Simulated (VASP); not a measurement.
# Sb2Mo (P6/mmm) in VASP: notebook

Runs on Sb2Mo. Level: r2SCAN. Tasks: relaxation of cell and atoms, single point.

Program: VASP 6.6.1. These are calculated values, not measurements. Logs are shortened: lines on timing, memory, paths and dates and some standing lists are left out, and cuts for length are marked.

**1. The cell of the first run**

Symmetry: P6/mmm, No. 191, hexagonal system. The conventional cell has a = 5.037 Å, b = 5.037 Å, c = 2.988 Å, α = 90.00°, β = 90.00°, γ = 120.00°. Within 3.8 Å of Sb (site symmetry -6m2) lie 5 Sb at 2.91 to 2.99 Å and 6 Mo at 3.27 Å. Within 3.9 Å of Mo (site symmetry 6/mmm) lie 2 Mo at 2.99 Å and 12 Sb at 3.27 Å.

**2. Relaxation of cell and atoms, r2SCAN**

POSCAR reads:

```
Sb2Mo
1.0
    5.0365916620      0.0000000000      0.0000000000
   -2.5182958310      4.3618163278      0.0000000000
    0.0000000000      0.0000000000      2.9879340943
Sb Mo
2 1
Direct
    0.3333333333      0.6666666667      0.5000000000
    0.6666666667      0.3333333333      0.5000000000
    0.0000000000      0.0000000000      0.0000000000
```

INCAR.step1 reads:

```
SYSTEM = Sb2Mo
PREC = Accurate ; ENCUT = 600
ISMEAR = 0 ; SIGMA = 0.1
LREAL = .False. ; LASPH = .True.
NELM = 100 ; GGA = PE
ALGO = Normal ; EDIFF = 1E-4
LWAVE = .True. ; LCHARG = .False.
```

INCAR.step2 reads:

```
SYSTEM = Sb2Mo
PREC = Accurate ; ENCUT = 600
EDIFF = 1E-6 ; ISMEAR = 0
SIGMA = 0.1 ; LREAL = .False.
LASPH = .True. ; NELM = 100
ALGO = Normal ; ISIF = 3
LWAVE = .False. ; LCHARG = .False.
METAGGA = R2SCAN ; LMIXTAU = .True.
IBRION = 2 ; NSW = 90
EDIFFG = -0.04 ; ISTART = 1
```

KPOINTS reads:

```
Automatic mesh
0
Gamma
  6 6 6
  0 0 0
```

Potentials or basis: VASP PAW PBE potentials, release 64 (Sb, Mo_sv).

On the command line:

```console
> cat potpaw_PBE.64/Sb/POTCAR potpaw_PBE.64/Mo_sv/POTCAR > POTCAR
> cp INCAR.step1 INCAR
> mpirun -np 1 vasp_std > vasp.out
> cp INCAR.step2 INCAR
> mpirun -np 1 vasp_std > vasp.out
```

OUTCAR:

```text
SYSTEM = Sb2Mo
   PREC = Accurate
   ENCUT = 600
   EDIFF = 1E-6
   ISMEAR = 0
   LREAL = .False.
   LASPH = .True.
   NELM = 100
   ISIF = 3
   METAGGA = R2SCAN
   IBRION = 2
   NSW = 90
   EDIFFG = -0.04
   ISTART = 1

 ion  position               nearest neighbor table
   1  0.333  0.667  0.500-   2 2.91   2 2.91   2 2.91   3 3.27   3 3.27   3 3.27   3 3.27   3 3.27
                             3 3.27
   2  0.667  0.333  0.500-   1 2.91   1 2.91   1 2.91   3 3.27   3 3.27   3 3.27   3 3.27   3 3.27
                             3 3.27
   3  0.000  0.000  0.000-   1 3.27   2 3.27   1 3.27   2 3.27   2 3.27   2 3.27   1 3.27   1 3.27
                             2 3.27   2 3.27   1 3.27   1 3.27

  LATTYP: Found a hexagonal cell.
 ALAT       =     5.0365916620
 C/A-ratio  =     0.5932452529

  Lattice vectors:

 A1 = (   5.0365916620,   0.0000000000,   0.0000000000)
 A2 = (  -2.5182958310,   4.3618163278,   0.0000000000)
 A3 = (   0.0000000000,   0.0000000000,   2.9879340943)

Analysis of symmetry for initial positions (statically):
=====================================================================
 Subroutine PRICEL returns:
 Original cell was already a primitive cell.

 Routine SETGRP: Setting up the symmetry group for a
 hexagonal supercell.

 Subroutine GETGRP returns: Found 24 space group operations
 (whereof 24 operations were pure point group operations)
 out of a pool of 24 trial point group operations.

The static configuration has the point symmetry D_6h.

Analysis of symmetry for dynamics (positions and initial velocities):
=====================================================================
 Subroutine PRICEL returns:
 Original cell was already a primitive cell.

 Routine SETGRP: Setting up the symmetry group for a
 hexagonal supercell.

 Subroutine GETGRP returns: Found 24 space group operations
 (whereof 24 operations were pure point group operations)
 out of a pool of 24 trial point group operations.

The dynamic configuration has the point symmetry D_6h.

 Subroutine INISYM returns: Found 24 space group operations
 (whereof 24 operations are pure point group operations),
 and found     1 'primitive' translations

----------------------------------------------------------------------------------------

                                     Primitive cell

[... 101 lines left out ...]
   TEBEG  =    0.0;   TEEND  =   0.0 temperature during run
   PSTRESS=    0.0 pullay stress
   NELECT =      24.0000    total number of electrons
   NUPDOWN=      -1.0000    fix difference up-down
   EMIN   =  10.00;   EMAX   =-10.00  energy-range for DOS
   EFERMI =   0.00;   METHOD = LEGACY
   ISMEAR =     0;   SIGMA  =   0.10  broadening in eV -4-tet -1-fermi 0-gaus
   EFERMI_NEDOS =   21; number of points for ismear=-14 and -15
   IALGO  =     38    algorithm
   IMIX   =      4    mixing-type and parameters
     AMIX     =   0.40;   BMIX     =  1.00
     AMIX_MAG =   1.60;   BMIX_MAG =  1.00
  volume/ion in A,a.u.               =      21.88       147.66
  Fermi-wavevector in a.u.,A,eV,Ry     =   1.170631  2.212173 18.645126  1.370378
  Thomas-Fermi vector in A             =   2.307087
   LORBIT       =      0    0 simple, 1 ext, 2 COOP (PROOUT), +10 PAW based schemes
   METAGGA = R2SCAN    functional components
   LHFCALC =     F    Hartree Fock is set to
   AEXX    =    0.0000 exact exchange contribution
   IVDW    =     0    specifies the selected vdW correction
   LEPSILON=     F    determine dielectric tensor
   LRPA    =     F    only Hartree local field effects (RPA)
 conjugate gradient relaxation of ions
 non-spin polarized calculation
 Gauss-broadening in eV      SIGMA  =   0.10
  energy-cutoff  :      600.00
  volume of cell :       65.64
 maximum number of plane-waves:      2220
   NGX = 21   NGY = 21   NGZ = 11

--------------------------------------- Ionic step        1  -------------------------------------------

 number of electron      24.0000000 magnetization

 Free energy of the ion-electron system (eV)
  ---------------------------------------------------
  ext. energy  EPLUGINS =         0.00000000
  ---------------------------------------------------
  free energy    TOTEN  =       -74.30801150 eV

  energy without entropy =      -74.28661857  energy(sigma->0) =      -74.29731504

------------------------ aborting loop because EDIFF is reached ----------------------------------------

  FORCE on cell =-STRESS in cart. coord.  units (eV):
  Direction    XX          YY          ZZ          XY          YZ          ZX
  --------------------------------------------------------------------------------------
  -------------------------------------------------------------------------------------
  Total        0.8119355      0.8119355     -2.0540840      0.0000000      0.0000000      0.0000000
  in kB       19.8178707     19.8178707    -50.1364591      0.0000000      0.0000000      0.0000000
  external PRESSURE =      -3.5002393 kB  Pullay stress =       0.0000000 kB
[... 172 lines left out ...]
--------------------------------------- Ionic step        6  -------------------------------------------

 number of electron      23.9999998 magnetization

 Free energy of the ion-electron system (eV)
  ---------------------------------------------------
  ext. energy  EPLUGINS =         0.00000000
  ---------------------------------------------------
  free energy    TOTEN  =       -74.35546530 eV

  energy without entropy =      -74.33632133  energy(sigma->0) =      -74.34589332

 E-fermi :  10.4521     XC(G=0): -12.0011

 val. band max:       10.4185469950   @ k =   0.3333  -0.0000   0.5000
 cond. band min:      10.4784894422   @ k =   0.3333  -0.0000   0.3333
 fundamental gap:      0.0599424472
 Fermi energy:        10.4521155423

 k-point     1 :       0.0000    0.0000    0.0000
  band No.  band energies     occupation
      1     -52.6016      2.00000
      2     -25.9724      2.00000
      3     -25.9724      2.00000
      4     -25.6653      2.00000
      5      -3.8282      2.00000
      6       1.5726      2.00000
[... 433 lines left out ...]
      3     -25.9097      2.00000
      4     -25.9088      2.00000
      5       0.4566      2.00000
      6       3.2379      2.00000
[... 8 lines left out ...]
     15      11.3101      0.00000
     16      13.0611      0.00000

 [... further k-points ...]

------------------------ aborting loop because EDIFF is reached ----------------------------------------

  FORCE on cell =-STRESS in cart. coord.  units (eV):
  Direction    XX          YY          ZZ          XY          YZ          ZX
  --------------------------------------------------------------------------------------
  -------------------------------------------------------------------------------------
  Total        0.0102308      0.0102308     -0.0267685      0.0000000      0.0000000      0.0000000
  in kB        0.2491590      0.2491590     -0.6519132      0.0000000      0.0000000      0.0000000
  external PRESSURE =      -0.0511984 kB  Pullay stress =       0.0000000 kB
[... 18 lines left out ...]
  FREE ENERGIE OF THE ION-ELECTRON SYSTEM (eV)
  ---------------------------------------------------
  free  energy   TOTEN  =       -74.3554653033 eV

  energy  without entropy=      -74.3363213303  energy(sigma->0) =      -74.34589332

 reached required accuracy - stopping structural energy minimisation
```

OUTCAR.step1:

```text
SYSTEM = Sb2Mo
   PREC = Accurate
   ENCUT = 600
   ISMEAR = 0
   LREAL = .False.
   LASPH = .True.
[... 684 lines left out ...]
     -0.00000      2.90788      1.49397        -0.000000      0.000000     -0.000000
      2.51830      1.45394      1.49397         0.000000     -0.000000      0.000000
      0.00000      0.00000      0.00000        -0.000000      0.000000      0.000000
 -----------------------------------------------------------------------------------
    total drift:                                0.000000     -0.000000      0.000000

  FREE ENERGIE OF THE ION-ELECTRON SYSTEM (eV)
  ---------------------------------------------------
  free  energy   TOTEN  =       -16.4120624834 eV

  energy  without entropy=      -16.3919581307  energy(sigma->0) =      -16.40201031
```

OSZICAR.step1:

```text
N       E                     dE             d eps       ncg     rms          rms(c)
DAV:   1     0.183035112830E+03    0.18304E+03   -0.11732E+04   904   0.150E+03
DAV:   2    -0.108162800878E+02   -0.19385E+03   -0.19243E+03  1200   0.349E+02
DAV:   3    -0.168056327907E+02   -0.59894E+01   -0.58550E+01  1152   0.598E+01
DAV:   4    -0.168966049631E+02   -0.90972E-01   -0.90699E-01  1080   0.812E+00
DAV:   5    -0.168980784530E+02   -0.14735E-02   -0.14734E-02  1136   0.109E+00    0.790E+00
DAV:   6    -0.168433534077E+02    0.54725E-01   -0.10102E+01  1016   0.140E+01    0.432E+00
DAV:   7    -0.164366383963E+02    0.40672E+00   -0.36768E+00  1096   0.789E+00    0.262E+00
DAV:   8    -0.164126442234E+02    0.23994E-01   -0.15180E-01   936   0.261E+00    0.358E-01
DAV:   9    -0.164120804609E+02    0.56376E-03   -0.62763E-03  1192   0.452E-01    0.132E-01
DAV:  10    -0.164120624834E+02    0.17978E-04   -0.33588E-04   888   0.174E-01
   1 F= -.16412062E+02 E0= -.16402010E+02  d E =-.201044E-01
```

Run time: 7.2 min. Hardware: 1 thread of AMD EPYC 7R13 (Zen 3), shared host; peak memory 0.2 GiB.

What came out:

```yaml
Free_energy: -74.3555 eV
Relaxed_volume: 21.93 Å³/atom
Relaxed_cell: a = 5.114 Å, b = 5.114 Å, c = 2.905 Å, α = 90.00°, β = 90.00°, γ = 120.00°
Space_group_after_relaxing_to_0.1_Å: P6/mmm (No. 191)
Energy_gained_by_relaxing: 15.8 meV/atom
Ionic_steps: 6
Pressure_after_relaxing: 0.0 GPa
Band_gap_on_the_k_mesh: zero (bands 12 and 13 overlap by 2.23 eV)
```

The path:
```csv
step,energy change (eV),largest force (eV/Å),pressure (GPa),volume (Å³)
1,0.0000,0.0000,-0.35,65.64
2,-0.0450,0.0000,1.11,65.14
3,-0.0458,0.0000,0.91,65.19
4,-0.0458,0.0000,0.87,65.20
5,-0.0464,0.0000,-0.70,66.27
6,-0.0475,0.0000,-0.01,65.79
```

Final structure:
```cif
data_structure
_symmetry_space_group_name_H-M 'P 1'
_symmetry_Int_Tables_number 1
_cell_length_a 5.1140
_cell_length_b 5.1140
_cell_length_c 2.9047
_cell_angle_alpha 90.000
_cell_angle_beta 90.000
_cell_angle_gamma 120.000
_cell_volume 65.79
loop_
_atom_site_label
_atom_site_type_symbol
_atom_site_fract_x
_atom_site_fract_y
_atom_site_fract_z
_atom_site_occupancy
Sb1 Sb 0.33333 0.66667 0.50000 1
Sb2 Sb 0.66667 0.33333 0.50000 1
Mo1 Mo 0.00000 0.00000 0.00000 1
```

Caveat: the PAW data sets were made with another functional, which shifts forces and pressure a little; spin-orbit coupling is left out, which moves the levels of the heavy elements.

**3. Single point, r2SCAN**

This run uses another cell than the first one, of the same volume but with other edges.

POSCAR reads:

```
Sb2Mo
1.0
    5.1199089736      0.0000000000      0.0000000000
   -2.5599544868      4.4339712362      0.0000000000
    0.0000000000      0.0000000000      2.8957655250
Sb Mo
2 1
Direct
    0.3333333333      0.6666666667      0.5000000000
    0.6666666667      0.3333333333      0.5000000000
    0.0000000000      0.0000000000      0.0000000000
```

INCAR.step1 reads:

```
PREC = Accurate
ENCUT = 520
ISMEAR = 0
SIGMA = 0.1
LREAL = False
LASPH = True
NELM = 100
NBANDS = 19
GGA = PE
ALGO = Normal
EDIFF = 1E-4
LWAVE = True
LCHARG = False
```

INCAR.step2 reads:

```
PREC = Accurate
ENCUT = 520
EDIFF = 1E-6
ISMEAR = 0
SIGMA = 0.1
LREAL = False
LASPH = True
NELM = 100
ALGO = Normal
ISIF = 2
LWAVE = False
LCHARG = False
METAGGA = R2SCAN
LMIXTAU = True
NBANDS = 19
ISTART = 1
```

KPOINTS reads:

```
Automatic mesh
0
Gamma
  12 12 16
```

Potentials or basis: VASP PAW PBE potentials, release 64 (Sb, Mo_sv).

On the command line:

```console
> cat potpaw_PBE.64/Sb/POTCAR potpaw_PBE.64/Mo_sv/POTCAR > POTCAR
> cp INCAR.step1 INCAR
> mpirun -np 1 vasp_std > vasp.out
> cp INCAR.step2 INCAR
> mpirun -np 1 vasp_std > vasp.out
```

Wall time 7.9 min (1 thread of AMD EPYC 7R13 (Zen 3), shared host); peak memory 0.32 GiB.

The run converged. Its results:

- Free energy: -74.3484 eV
- Pressure: 0.3 GPa
- Band gap on the k mesh: zero (bands 12 and 13 overlap by 2.33 eV)

Levels at points of the mesh, in eV from the Fermi level:
```csv
k point,band 10,band 11,band 12,band 13,band 14,band 15
"(0.00, 0.00, 0.00)",-2.19,-2.19,1.19,1.19,1.29,1.29
"(0.50, 0.00, 0.00)",-2.18,-0.01,0.56,0.92,1.18,3.63
"(0.00, 0.00, 0.50)",-3.19,-2.58,-2.58,-1.11,-1.11,2.11
"(0.50, 0.00, 0.50)",-1.41,-0.89,-0.64,-0.45,0.49,1.07
```

Caveat: the PAW data sets were made with another functional, which shifts forces and pressure a little; spin-orbit coupling is left out, which moves the levels of the heavy elements.
